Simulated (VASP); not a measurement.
A run of VASP 6.6.1 is set up as follows.

INCAR

```
PREC     = Accurate       # precision mode
ENCUT    = 520            # plane-wave cutoff, eV
EDIFF    = 1E-8           # SCF threshold, eV
ISMEAR   = 0              # smearing method
SIGMA    = 0.01           # smearing width, eV
LREAL    = False          # projectors in reciprocal space
LASPH    = True           # aspherical terms in the spheres
NELM     = 100            # most SCF steps
ALGO     = Normal         # electronic algorithm
ISIF     = 2              # what is computed and relaxed
LWAVE    = False          # write WAVECAR
LCHARG   = False          # write CHGCAR
METAGGA  = R2SCAN         # meta-GGA
LMIXTAU  = True         
LCALCEPS = True
```

KPOINTS

```
regular mesh
0
Gamma
  6 6 6
```

File POSCAR:

```
BaHfO3
1.0
    4.0099764200      0.0000000000      0.0000000000
    0.0000000000      4.0099764200      0.0000000000
    0.0000000000      0.0000000000      4.0099764200
Ba Hf O
1 1 3
Direct
    0.0000000000      0.0000000000      0.0000000000
    0.5000000000      0.5000000000      0.5000000000
    0.5000000000      0.5000000000      0.0000000000
    0.5000000000      0.0000000000      0.5000000000
    0.0000000000      0.5000000000      0.5000000000
```

Potentials or basis: VASP PAW PBE potentials, release 64 (Ba_sv, Hf_pv, O).

Run with:

```sh
$ cat potpaw_PBE.64/Ba_sv/POTCAR potpaw_PBE.64/Hf_pv/POTCAR potpaw_PBE.64/O/POTCAR > POTCAR
$ mpirun -np 1 vasp_std > vasp.out
```

(1) Predict the electronic dielectric tensor (diagonal).

(2) Estimate the Born charges (mean of the diagonal).

(3) What does it give for the band gap on the k mesh?

Answers

(1) 4.39.

(2) Ba +2.76; Hf +5.82; O -2.86 e.

(3) 4.35 eV, indirect (least direct gap 4.42 eV).

Caveat: the cell differs from its parent crystal (strain -4.0%); spin-orbit coupling is left out, which moves the levels of the heavy elements.
